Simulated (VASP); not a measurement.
Set up this calculation in VASP 6.6.1, as the native input.

```yaml
Task: relaxation of cell and atoms
Functional: PBEsol
Potentials_or_basis: VASP PAW PBE potentials, release 64 (Pt)
Cutoff: 600 eV
k_mesh: 9 × 9 × 9
Occupations: methfessel-paxton, width 0.05 eV
Spin: no spin polarisation
Target_pressure: 60 GPa
Dipole_correction: no
Further_INCAR_settings: ALGO = Normal; EDIFF = 1e-06; IBRION = 2; EDIFFG = -0.01; NSW = 80; ISIF = 3
```

The structure of Pt lies in POSCAR:

```
Pt
1.0
    2.5500000000      0.0000000000      0.0000000000
    0.0000000000      2.5500000000      0.0000000000
    0.0000000000      0.0000000000      2.5500000000
Pt
1
Direct
    0.0000000000      0.0000000000      0.0000000000
```

These files were run (other wordings do the same):

INCAR

```
PREC = Accurate
ENCUT = 600
EDIFF = 1E-6
ISMEAR = 1
SIGMA = 0.05
LREAL = F
LASPH = T
NELM = 80
ALGO = Normal
ISIF = 3
LWAVE = F
LCHARG = F
GGA = PS
IBRION = 2
NSW = 80
EDIFFG = -0.01
PSTRESS = 600.0
```

KPOINTS

```
Automatic mesh
0
Gamma
  9 9 9
```

Potentials or basis: VASP PAW PBE potentials, release 64 (Pt).

The run is started by

```sh
$ cat potpaw_PBE.64/Pt/POTCAR > POTCAR
$ mpirun -np 1 vasp_std > vasp.out
```

Results of the run:

* Relaxed volume: 14.53 Å³/atom
* Relaxed cell: a = 2.440 Å, b = 2.440 Å, c = 2.440 Å, α = 90.00°, β = 90.00°, γ = 90.00°
* Space group after relaxing (to 0.05 Å): Pm-3m (No. 221)
* Energy change on relaxing (the enthalpy is what falls): +408.7 meV/atom
* Ionic steps: 17
* Pressure after relaxing: 60.1 GPa
* Band gap on the k mesh: zero (band 5 reaches 14.21 eV, above the bottom of band 6 at 10.42 eV)

Caveat: the cell is relaxed towards a set pressure, so the enthalpy falls and the energy may rise; the PAW data sets were made with another functional, which shifts forces and pressure a little; spin-orbit coupling is left out, which moves the levels of the heavy elements.

Run time: 42 s on 1 thread of Intel(R) Xeon(R) Platinum 8488C (Sapphire Rapids), with other jobs on the host, peak memory 0.15 GiB.
